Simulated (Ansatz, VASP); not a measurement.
One calculation of Cd, two programs

```xyz
2
Lattice="2.9789 0.0000 0.0000 -1.4894 2.5798 0.0000 0.0000 0.0000 5.7300" Properties=species:S:1:pos:R:3 pbc="T T T"
Cd    0.0000    1.7199    1.4325
Cd    1.4894    0.8599    4.2975
```

Change from the starting cell: zz strain of +2 %, crystal datasets.

Alike in both runs: task electric field gradients; functional PBE; k mesh 14 × 14 × 7; occupations fermi-dirac, width 0.05 eV; no spin polarisation.

```csv
,VASP,Ansatz
version,VASP 6.6.1,Ansatz 0.2.0
potentials or method,"VASP PAW PBE potentials, release 64 (Cd), cutoff 520 eV","all-electron PAW with datasets made for the crystal, scalar-relativistic"
```

|  | VASP | Ansatz | Ansatz less VASP |
| --- | --- | --- | --- |
| pressure (GPa) | 2.5 | 2.2 | -0.32 |
| traceless stress, the component that is largest in VASP (GPa) | -1.27 | -1.12 | +0.146 |
| size of Vzz on the site where it differs most (V/Å²) | 91.4 | 86.9 | -4.50 |

Ansatz ran all-electron here, and VASP with PAW potentials.
